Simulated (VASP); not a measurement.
# Al8As7 (a cell with a defect) in VASP: a series of runs, part 2 of 2

VASP 6.6.1.

## 4. Single point, PBE

The input, INCAR:

```
SYSTEM = Al8As7
ALGO = Normal
EDIFF = 1E-7
ENCUT = 520
GGA = PE
ISIF = 2
ISMEAR = 0
LASPH = .TRUE.
LCHARG = .FALSE.
LREAL = Auto
LWAVE = .FALSE.
NBANDS = 42
NELM = 100
PREC = Accurate
SIGMA = 0.1
```

The input, KPOINTS:

```
k-points
0
G
  2 2 2
  0 0 0
```

The input, POSCAR:

```
Al8As7
1.0
    0.0000000000      5.6579320000      5.6579320000
    5.6579320000      0.0000000000      5.6579320000
    5.6579320000      5.6579320000      0.0000000000
Al As
8 7
Direct
   -0.1415820303      0.0845288526      0.0278498398
   -0.0127741019     -0.0053386997      0.5083825680
    0.0353767065      0.4706076354      0.0006461725
    0.0353198837      0.4706314074      0.4920595546
    0.4854567004      0.0200265751      0.0100382967
    0.4854937281      0.0201641695      0.4828295038
    0.5781800665      0.5012657452     -0.0404137943
    0.5100961800      0.5067575043      0.4909027715
    0.1022797729      0.0965015133      0.1349208509
    0.1022819822      0.0965180387      0.6649228906
    0.1358131381      0.6163107828      0.6232726904
    0.2491473917      0.4604514512      0.1445581177
    0.6106951268      0.1332616758      0.6273003104
    0.6596400416      0.6403478338      0.1152372457
    0.6595993907      0.6404121683      0.5834003484
```

Potentials or basis: VASP PAW PBE potentials, release 64 (Al, As).

Run with:

```sh
$ cat potpaw_PBE.64/Al/POTCAR potpaw_PBE.64/As/POTCAR > POTCAR
$ mpirun -np 1 vasp_std > vasp.out
```

OUTCAR:

```text
SYSTEM = Al8As7
   EDIFF = 1E-7
   ENCUT = 520
   GGA = PE
   ISIF = 2
   ISMEAR = 0
   LASPH = .TRUE.
   LREAL = Auto
   NELM = 100
   PREC = Accurate

 ion  position               nearest neighbor table
   1  0.858  0.085  0.028-   9 2.55  10 2.55   7 2.89   6 3.35   5 3.35
   2  0.987  0.995  0.508-  10 2.45   9 2.45  13 2.46  11 2.48
   3  0.035  0.471  0.001-  12 2.45  11 2.47  14 2.48   9 2.48
   4  0.035  0.471  0.492-  12 2.45  11 2.47  15 2.48  10 2.48
   5  0.485  0.020  0.010-  14 2.50  13 2.50   9 2.54   1 3.35
   6  0.485  0.020  0.483-  15 2.50  13 2.50  10 2.54   1 3.35
   7  0.578  0.501  0.960-  12 2.39  15 2.48  14 2.48   1 2.89
   8  0.510  0.507  0.491-  13 2.45  11 2.45  15 2.47  14 2.47
   9  0.102  0.097  0.135-   2 2.45   3 2.48   5 2.54   1 2.55
  10  0.102  0.097  0.665-   2 2.45   4 2.48   6 2.54   1 2.55
  11  0.136  0.616  0.623-   8 2.45   3 2.47   4 2.47   2 2.48
  12  0.249  0.460  0.145-   7 2.39   4 2.45   3 2.45
  13  0.611  0.133  0.627-   8 2.45   2 2.46   5 2.50   6 2.50
  14  0.660  0.640  0.115-   8 2.47   3 2.48   7 2.48   5 2.50
  15  0.660  0.640  0.583-   8 2.47   4 2.48   7 2.48   6 2.50
[... 557 lines left out ...]
  Direction    XX          YY          ZZ          XY          YZ          ZX
  --------------------------------------------------------------------------------------
  -------------------------------------------------------------------------------------
  Total       -0.5648164     -0.5755974     -0.5432551     -0.1730930     -0.4621153      0.4680636
  in kB       -2.4981280     -2.5458114     -2.4027646     -0.7655735     -2.0438911      2.0701998
  external PRESSURE =      -2.4822347 kB  Pullay stress =       0.0000000 kB

 VOLUME and BASIS-vectors are now :
 -----------------------------------------------------------------------------
  energy-cutoff  :      520.00
  volume of cell :      362.25
      direct lattice vectors                 reciprocal lattice vectors
     0.000000000  5.657932000  5.657932000    -0.088371511  0.088371511  0.088371511
     5.657932000  0.000000000  5.657932000     0.088371511 -0.088371511  0.088371511
     5.657932000  5.657932000  0.000000000     0.088371511  0.088371511 -0.088371511

 POSITION                                       TOTAL-FORCE (eV/Angst)
 -----------------------------------------------------------------------------------
      0.63583      5.01444      5.33513        -0.005072      0.006809     -0.071924
      8.50412      8.46205     11.21338         0.008675     -0.008972      0.025710
      2.66632      0.20381      2.86282        -0.034991     -0.019622      0.002654
      5.44684      2.98388      2.86264         0.020073      0.036784      0.002794
      0.17011      2.80348      2.85999         0.000200      0.027997      0.012518
      2.84590      5.47871      2.86098        -0.027832      0.000033      0.011849
      8.26540      8.70058      6.10743        -0.001226      0.000064     -0.042313
      5.64469      5.66358      5.75329        -0.016219      0.015201      0.013715
      1.30937      1.34206      1.12469        -0.022709     -0.005107     -0.000596
      4.30818      4.34079      1.12480         0.001622      0.021924      0.002464
      7.01348      4.29486      4.25547         0.000182      0.005020      0.029808
      3.42310      2.22756      4.01486         0.107686     -0.107258      0.009445
      4.30321      7.00449      4.20926        -0.006348      0.008981     -0.000094
      4.27505      4.38420      7.35524        -0.015521      0.004886      0.001933
      6.92425      7.03281      7.35538        -0.008521      0.013260      0.002039
 -----------------------------------------------------------------------------------
    total drift:                               -0.006855     -0.003967     -0.004296

  FREE ENERGIE OF THE ION-ELECTRON SYSTEM (eV)
  ---------------------------------------------------
  free  energy   TOTEN  =       -65.6029971717 eV

  energy  without entropy=      -65.6019861975  energy(sigma->0) =      -65.60249168
```

stdout:

```text
POSCAR found type information on POSCAR AlAs
 POSCAR found :  2 types and      15 ions
 scaLAPACK will be used
 LDA part: xc-table for (Slater+PW92), standard interpolation
 POSCAR, INCAR and KPOINTS ok, starting setup
 FFT: planning ... GRIDC
 FFT: planning ... GRID_SOFT
 FFT: planning ... GRID
 WAVECAR not read
 entering main loop
```

Run time: 8 min. Hardware: 1 thread of AMD EPYC 7R13, shared host; peak memory 0.46 GiB.

Results:

```yaml
Free_energy: -65.6030 eV
Pressure: -0.2 GPa
Largest_force: 0.152 eV/Å
Band_gap_on_the_k_mesh: zero (an odd number of electrons rules out a gap without spin polarisation)
```

Forces on the atoms (eV/Å):
```
Al  -0.005  0.007 -0.072
Al   0.009 -0.009  0.026
Al  -0.035 -0.020  0.003
Al   0.020  0.037  0.003
Al   0.000  0.028  0.013
Al  -0.028  0.000  0.012
Al  -0.001  0.000 -0.042
Al  -0.016  0.015  0.014
As  -0.023 -0.005 -0.001
As   0.002  0.022  0.002
As   0.000  0.005  0.030
As   0.108 -0.107  0.009
As  -0.006  0.009  0.000
As  -0.016  0.005  0.002
As  -0.009  0.013  0.002
```

Stress tensor (GPa, compression positive):
```
-0.25 -0.08  0.21
-0.08 -0.25 -0.20
 0.21 -0.20 -0.24
```

Caveat: the k points lie up to 0.48 Å⁻¹ apart, too coarse for converged energies and pressures of a metal.

## 5. Overview

```tsv
cell	gap on the mesh (eV)	pressure (GPa)	largest force (eV/Å)
as given, atomic positions A	none	0.8	0.43
as given, atomic positions B	none	0.2	0.02
as given, atomic positions C	none	-0.2	0.15
```

Alike in all rows: task single point; level PBE; potentials or basis VASP PAW PBE potentials, release 64 (Al, As); no spin polarisation; k mesh 2 × 2 × 2; cutoff (eV) 520; smearing gaussian 0.1 eV.

Caveats: all runs use coarse meshes.

Absolute energies hang on the potentials; compare differences alone.
